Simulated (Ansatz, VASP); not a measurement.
## RbBi: VASP beside Ansatz

```
CELL_PARAMETERS angstrom
4.68527 0.00000 0.00000
0.00000 4.68527 0.00000
0.00000 0.00000 3.85888
ATOMIC_POSITIONS crystal
Rb 0.50000 0.50000 0.44817
Bi 0.00000 0.00000 0.00000
```

Change from the starting cell: all Rb atoms moved -0.200 Å, as atom 1 along Cartesian [0 0 1].

Alike in both runs: task single point; functional LDA; k mesh 10 × 10 × 12; occupations gaussian, width 0.15 eV; no spin polarisation.

|  | VASP | Ansatz |
| --- | --- | --- |
| version | VASP 6.6.1 | Ansatz 0.2.0 |
| potentials or method | VASP PAW LDA potentials, release 64 (Rb_sv, Bi_d), cutoff 520 eV | scalar-relativistic, plane waves, PAW |
| valence electrons in the cell | 24 | 24 |

Ansatz gave:

- gap on the k mesh at the Fermi level (eV): none
- pressure (GPa): -2.4
- traceless stress, the component that is largest in VASP (GPa): -1.10
- rms of the force components (eV/Å): 0.105

Question: What did VASP give for the same quantities?

Answer: gap on the k mesh at the Fermi level (eV): none; pressure (GPa): -2.4; traceless stress, the component that is largest in VASP (GPa): -1.11; rms of the force components (eV/Å): 0.106.

LDA's correlation is that of Perdew and Zunger in VASP and of Perdew and Wang (1992) in Ansatz. Atom by atom the forces differ by 0.001 eV/Å (rms over components). A gap of «none» marks a metal or a gap that the smearing closes.

Neither program's run includes spin-orbit coupling.
